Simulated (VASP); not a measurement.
# OsI (R-3m) in VASP: a series of runs

OsI is run at these levels: PBE; tasks: single point.

Everything below comes from runs of VASP 6.6.1. Logs are shortened: lines on timing, memory, paths and dates and some standing lists are left out, and cuts for length are marked.

## 1. The cell of the first run

The structure is trigonal, space group R-3m (No. 166). Conventional cell: a = 3.299 Å, b = 3.299 Å, c = 12.604 Å, α = 90.00°, β = 90.00°, γ = 120.00°. Within 3.7 Å of Os (site symmetry -3m) lie 6 I at 2.84 Å and 6 Os at 3.30 Å. Within 3.7 Å of I (site symmetry -3m) lie 6 Os at 2.84 Å and 6 I at 3.30 Å.

## 2. Single point, PBE, collinear spin

File INCAR:

```
SYSTEM = OsI
PREC = Accurate
ENCUT = 520
EDIFF = 1E-6
ISMEAR = 0
SIGMA = 0.1
LREAL = .False.
LASPH = .True.
NELM = 150
ALGO = Normal
ISIF = 2
LWAVE = .False.
LCHARG = .True.
ISPIN = 2
MAGMOM = 1.47 0
LORBIT = 11
LMAXMIX = 4
GGA = PE
LELF = .True.
LVHAR = .True.
NBANDS = 18
```

File KPOINTS:

```
Automatic mesh
0
Gamma
  6 6 6
  0 0 0
```

File POSCAR:

```
OsI
1.0
    1.6495521146      0.9523693574      4.2013610434
   -1.6495521146      0.9523693574      4.2013610434
    0.0000000000     -1.9047387148      4.2013610434
Os I
1 1
Direct
    0.0000000000      0.0000000000      0.0000000000
    0.5000000000      0.5000000000      0.5000000000
```

Potentials or basis: VASP PAW PBE potentials, release 64 (Os, I).

Run with:

```console
$ cat potpaw_PBE.64/Os/POTCAR potpaw_PBE.64/I/POTCAR > POTCAR
$ mpirun -np 1 vasp_std > vasp.out
```

OUTCAR:

```text
SYSTEM = OsI
   PREC = Accurate
   ENCUT = 520
   EDIFF = 1E-6
   ISMEAR = 0
   LREAL = .False.
   LASPH = .True.
   NELM = 150
   ISIF = 2
   ISPIN = 2
   LORBIT = 11
   GGA = PE

 ion  position               nearest neighbor table
   1  0.000  0.000  0.000-   2 2.84   2 2.84   2 2.84   2 2.84   2 2.84   2 2.84
   2  0.500  0.500  0.500-   1 2.84   1 2.84   1 2.84   1 2.84   1 2.84   1 2.84

  LATTYP: Found a trigonal (rhomboedric) cell.
 ALAT       =     4.6129669616
 COS(alpha) =     0.7442583935

  Lattice vectors:

 A1 = (   1.6495521146,   0.9523693574,   4.2013610434)
 A2 = (  -1.6495521146,   0.9523693574,   4.2013610434)
 A3 = (   0.0000000000,  -1.9047387148,   4.2013610434)

Analysis of symmetry for initial positions (statically):
=====================================================================
 Subroutine PRICEL returns:
 Original cell was already a primitive cell.

 Routine SETGRP: Setting up the symmetry group for a
 trigonal (rhombohedral) supercell.

 Subroutine GETGRP returns: Found 12 space group operations
 (whereof 12 operations were pure point group operations)
 out of a pool of 12 trial point group operations.

The static configuration has the point symmetry D_3d.

Analysis of symmetry for dynamics (positions and initial velocities):
=====================================================================
 Subroutine PRICEL returns:
 Original cell was already a primitive cell.

 Routine SETGRP: Setting up the symmetry group for a
 trigonal (rhombohedral) supercell.

 Subroutine GETGRP returns: Found 12 space group operations
 (whereof 12 operations were pure point group operations)
 out of a pool of 12 trial point group operations.

The dynamic configuration has the point symmetry D_3d.

Analysis of structural, dynamic, and magnetic symmetry:
=====================================================================
 Subroutine PRICEL returns:
 Original cell was already a primitive cell.

 Routine SETGRP: Setting up the symmetry group for a
 trigonal (rhombohedral) supercell.

 Subroutine GETGRP returns: Found 12 space group operations
 (whereof 12 operations were pure point group operations)
 out of a pool of 12 trial point group operations.

The overall configuration has the point symmetry D_3d.

 Subroutine INISYM returns: Found 12 space group operations
 (whereof 12 operations are pure point group operations),
 and found     1 'primitive' translations

----------------------------------------------------------------------------------------

                                     Primitive cell

  volume of cell :      39.6016

  direct lattice vectors                    reciprocal lattice vectors
     1.649552115  0.952369357  4.201361043     0.303112582  0.175002131  0.079339369
    -1.649552115  0.952369357  4.201361043    -0.303112582  0.175002131  0.079339369
     0.000000000 -1.904738715  4.201361043     0.000000000 -0.350004261  0.079339369

  length of vectors
     4.612966962  4.612966962  4.612966962     0.358883990  0.358883990  0.358883990

  position of ions in fractional coordinates (direct lattice)
     0.000000000  0.000000000  0.000000000
     0.500000000  0.500000000  0.500000000

  ion indices of the primitive-cell ions
   primitive index   ion index
                 1           1
                 2           2

----------------------------------------------------------------------------------------

 KPOINTS: Automatic mesh

Automatic generation of k-mesh.
 Grid dimensions read from file:
 generate k-points for:    6    6    6

 Generating k-lattice:

  Cartesian coordinates                     Fractional coordinates (reciprocal lattice)
     0.050518764  0.029167022  0.013223228     0.166666667  0.000000000  0.000000000
    -0.050518764  0.029167022  0.013223228     0.000000000  0.166666667  0.000000000
     0.000000000 -0.058334044  0.013223228     0.000000000  0.000000000  0.166666667

  Length of vectors
     0.059813998  0.059813998  0.059813998

  Shift w.r.t. Gamma in fractional coordinates (k-lattice)
     0.000000000  0.000000000  0.000000000

 Subroutine IBZKPT returns following result:
 ===========================================

 Found     32 irreducible k-points:

 Following reciprocal coordinates:
            Coordinates               Weight
  0.000000  0.000000  0.000000      1.000000
  0.166667 -0.000000  0.000000      6.000000
  0.333333 -0.000000 -0.000000      6.000000
  0.500000 -0.000000  0.000000      3.000000
  0.166667  0.166667  0.000000      6.000000
  0.333333  0.166667  0.000000     12.000000
[... 16 lines left out ...]
  0.500000  0.500000  0.166667      6.000000
 -0.333333  0.500000  0.166667     12.000000
 [... further k-points ...]
   k-points           NKPTS =     32   k-points in BZ     NKDIM =     32   number of bands    NBANDS=     18
   number of dos      NEDOS =    301   number of ions     NIONS =      2
   total plane-waves  NPLWV =  46656
   dimension x,y,z NGX =    36 NGY =   36 NGZ =   36
   dimension x,y,z NGXF=    72 NGYF=   72 NGZF=   72
   ions per type =               1   1
   NGX,Y,Z   is equivalent  to a cutoff of  12.97, 12.97, 12.97 a.u.
   NGXF,Y,Z  is equivalent  to a cutoff of  25.95, 25.95, 25.95 a.u.
 SYSTEM =  OsI
   PREC   = accura    normal or accurate (medium, high low for compatibility)
   ISTART =      0    job   : 0-new  1-cont  2-samecut
   ICHARG =      2    charge: 1-file 2-atom 10-const
   ISPIN  =      2    spin polarized calculation?
   LNONCOLLINEAR =      F non collinear calculations
   LSORBIT =      F    spin-orbit coupling
   LASPH  =      T    aspherical Exc in radial PAW
   ENCUT  =  520.0 eV  38.22 Ry    6.18 a.u.   8.58  8.58  8.58*2*pi/ulx,y,z
   NELM   =    150;   NELMIN=  2; NELMDL= -5     # of ELM steps
   EDIFF  = 0.1E-05   stopping-criterion for ELM
   LREAL  =      F    real-space projection
[... 7 lines left out ...]
   TEBEG  =    0.0;   TEEND  =   0.0 temperature during run
   PSTRESS=    0.0 pullay stress
   NELECT =      15.0000    total number of electrons
   NUPDOWN=      -1.0000    fix difference up-down
   EMIN   =  10.00;   EMAX   =-10.00  energy-range for DOS
   EFERMI =   0.00;   METHOD = LEGACY
   ISMEAR =     0;   SIGMA  =   0.10  broadening in eV -4-tet -1-fermi 0-gaus
   EFERMI_NEDOS =   21; number of points for ismear=-14 and -15
   IALGO  =     38    algorithm
   IMIX   =      4    mixing-type and parameters
     AMIX     =   0.40;   BMIX     =  1.00
     AMIX_MAG =   1.60;   BMIX_MAG =  1.00
  volume/ion in A,a.u.               =      19.80       133.62
  Fermi-wavevector in a.u.,A,eV,Ry     =   1.184498  2.238377 19.089458  1.403036
  Thomas-Fermi vector in A             =   2.320711
   LORBIT       =     11    0 simple, 1 ext, 2 COOP (PROOUT), +10 PAW based schemes
   GGA     = PE    functional components
   LHFCALC =     F    Hartree Fock is set to
   AEXX    =    0.0000 exact exchange contribution
   IVDW    =     0    specifies the selected vdW correction
   LEPSILON=     F    determine dielectric tensor
   LRPA    =     F    only Hartree local field effects (RPA)
 spin polarized calculation
 Gauss-broadening in eV      SIGMA  =   0.10
  energy-cutoff  :      520.00
  volume of cell :       39.60
 maximum number of plane-waves:      1078
 NGX is ok and might be reduce to    36
   NGX = 17   NGY = 17   NGZ = 17

 number of electron      15.0000000 magnetization      -0.0672100

 number of electron      15.0000000 magnetization       0.0000008

 Free energy of the ion-electron system (eV)
  ---------------------------------------------------
  ext. energy  EPLUGINS =         0.00000000
  ---------------------------------------------------
  free energy    TOTEN  =        -9.50977081 eV

  energy without entropy =       -9.49953960  energy(sigma->0) =       -9.50465520

 E-fermi :   9.8939     XC(G=0): -11.9227

 val. band max:        9.8937560766   @ k =   0.5000   0.1667   0.0000
 cond. band min:       9.9079400971   @ k =  -0.1667   0.5000   0.1667
 fundamental gap:      0.0141840205
 Fermi energy:         9.8938753520

 spin component 1

 k-point     1 :       0.0000    0.0000    0.0000
  band No.  band energies     occupation
      1      -7.0763      1.00000
      2       4.0444      1.00000
      3       5.2130      1.00000
      4       7.8601      1.00000
      5       7.8601      1.00000
      6       8.5581      1.00000
[... 10 lines left out ...]
     17      22.8458      0.00000
     18      25.0037      0.00000
[... 463 lines left out ...]
 k-point    24 :      -0.3333    0.5000    0.1667
  band No.  band energies     occupation
      1      -4.7137      1.00000
      2       2.4306      1.00000
      3       3.6754      1.00000
      4       4.6815      1.00000
      5       7.0825      1.00000
      6       7.8046      1.00000
[... 10 lines left out ...]
     17      24.5579      0.00000
     18      26.0298      0.00000

 [... further k-points ...]

 spin component 2

 k-point     1 :       0.0000    0.0000    0.0000
  band No.  band energies     occupation
      1      -7.0763      1.00000
      2       4.0445      1.00000
      3       5.2130      1.00000
      4       7.8601      1.00000
      5       7.8601      1.00000
      6       8.5581      1.00000
[... 10 lines left out ...]
     17      22.8458      0.00000
     18      25.0037      0.00000
[... 463 lines left out ...]
 k-point    24 :      -0.3333    0.5000    0.1667
  band No.  band energies     occupation
      1      -4.7137      1.00000
      2       2.4306      1.00000
      3       3.6755      1.00000
      4       4.6815      1.00000
      5       7.0825      1.00000
      6       7.8046      1.00000
[... 10 lines left out ...]
     17      24.5580      0.00000
     18      26.0298      0.00000

 [... further k-points ...]

------------------------ aborting loop because EDIFF is reached ----------------------------------------

  FORCE on cell =-STRESS in cart. coord.  units (eV):
  Direction    XX          YY          ZZ          XY          YZ          ZX
  --------------------------------------------------------------------------------------
  -------------------------------------------------------------------------------------
  Total        0.0606878      0.0606878     -0.1309253      0.0000000     -0.0000000      0.0000000
  in kB        2.4552714      2.4552714     -5.2968970      0.0000000     -0.0000000      0.0000000
  external PRESSURE =      -0.1287848 kB  Pullay stress =       0.0000000 kB

 VOLUME and BASIS-vectors are now :
 -----------------------------------------------------------------------------
  energy-cutoff  :      520.00
  volume of cell :       39.60
      direct lattice vectors                 reciprocal lattice vectors
     1.649552115  0.952369357  4.201361043     0.303112582  0.175002131  0.079339369
    -1.649552115  0.952369357  4.201361043    -0.303112582  0.175002131  0.079339369
     0.000000000 -1.904738715  4.201361043     0.000000000 -0.350004261  0.079339369

 POSITION                                       TOTAL-FORCE (eV/Angst)
 -----------------------------------------------------------------------------------
      0.00000      0.00000      0.00000         0.000000     -0.000000      0.000000
      0.00000      0.00000      6.30204        -0.000000      0.000000     -0.000000
 -----------------------------------------------------------------------------------
    total drift:                                0.000000      0.000000      0.000000

  FREE ENERGIE OF THE ION-ELECTRON SYSTEM (eV)
  ---------------------------------------------------
  free  energy   TOTEN  =        -9.5097708087 eV

  energy  without entropy=       -9.4995395992  energy(sigma->0) =       -9.50465520

 total charge

# of ion       s       p       d       tot
------------------------------------------
    1        0.462   0.373   6.072   6.906
    2        1.558   2.507   0.195   4.260
--------------------------------------------------
tot          2.019   2.880   6.267  11.166

 magnetization (x)

# of ion       s       p       d       tot
------------------------------------------
    1        0.000   0.000   0.000   0.000
    2       -0.000  -0.000   0.000  -0.000
--------------------------------------------------
tot         -0.000  -0.000   0.000  -0.000
```

It took 54 s on 1 thread of AMD EPYC 9R45 (Zen 5), shared host; peak memory 0.23 GiB.

Results:

```
Free energy                                           : -9.5098 eV
Pressure                                              : 0.0 GPa
Net moment                                            : 0.00 μB per cell
Valence electrons inside the program's atomic spheres : Os 6.91; I 4.26
```

Caveat: the k points lie up to 0.38 Å⁻¹ apart; spin-orbit coupling is left out, which moves the levels of the heavy elements.

## 3. Single point, PBE, collinear spin

This run uses another cell than the first one, of 27.07 Å³/atom.

File INCAR:

```
  PREC = Accurate
  ENCUT = 520
  EDIFF = 1E-6
  ISMEAR = 0
  SIGMA = 0.1
  LREAL = F
  LASPH = T
  NELM = 150
  ALGO = Normal
  ISIF = 2
  LWAVE = F
  LCHARG = F
  ISPIN = 2
  MAGMOM = 1 0
  LORBIT = 11
  LMAXMIX = 4
  GGA = PE
  NBANDS = 18
```

File KPOINTS:

```
regular mesh
0
Gamma
  6 6 6
```

File POSCAR:

```
OsI
1.0
    1.6992424200      0.9810580686      5.4124017821
   -1.6992424200      0.9810580686      5.4124017821
    0.0000000000     -1.9621161371      5.4124017821
Os I
1 1
Direct
    0.0000000000      0.0000000000      0.0000000000
    0.5000000000      0.5000000000      0.5000000000
```

Potentials or basis: VASP PAW PBE potentials, release 64 (Os, I).

Run with:

```console
$ cat potpaw_PBE.64/Os/POTCAR potpaw_PBE.64/I/POTCAR > POTCAR
$ mpirun -np 1 vasp_std > vasp.out
```

Run time: 3.3 min. Hardware: 1 thread of AMD EPYC 9R45 (Zen 5), shared host; peak memory 0.38 GiB.

Results (log left out):

```yaml
Free_energy: -7.8585 eV
Pressure: -16.2 GPa
Net_moment: 1.33 μB per cell
Site_moments: Os +1.31; I -0.01 μB
Valence_electrons_inside_the_program's_atomic_spheres: Os 6.34; I 4.13
```

Stress tensor (GPa, compression positive):
```
-13.58   0.00   0.00
  0.00 -13.58   0.00
  0.00   0.00 -21.50
```

Levels at points of the mesh, in eV from the Fermi level:
Spin up:
```
           k point  band 4  band 5  band 6  band 7  band 8  band 9  band 10  band 11  band 12  band 13
(0.00, 0.00, 0.00)   -1.35   -1.35   -1.08   -0.69   -0.69    0.47     0.47     7.52     8.56     9.69
(0.50, 0.00, 0.00)   -2.51   -2.11   -0.47    0.17    0.38    0.74     1.22     3.11     3.66     5.33
(0.50, 0.50, 0.00)   -2.94   -2.07   -1.48   -1.28   -1.02    0.35     2.06     3.63     5.66     8.79
(0.50, 0.50, 0.50)   -1.49   -1.49   -0.82   -0.82    0.94    0.94     2.14     3.74     7.05     8.97
```
Spin down:
```tsv
k point	band 4	band 5	band 6	band 7	band 8	band 9	band 10	band 11
(0.00, 0.00, 0.00)	-0.68	-0.68	-0.12	0.32	0.32	0.46	0.46	7.52
(0.50, 0.00, 0.00)	-1.89	-1.79	0.44	0.88	1.14	1.31	1.36	3.68
(0.50, 0.50, 0.00)	-2.44	-1.28	-1.28	-0.57	-0.06	1.14	2.68	3.70
(0.50, 0.50, 0.50)	-0.92	-0.92	0.05	0.05	1.19	1.19	2.70	3.97
```

Caveat: the k points lie up to 0.36 Å⁻¹ apart; spin-orbit coupling is left out, which moves the levels of the heavy elements.
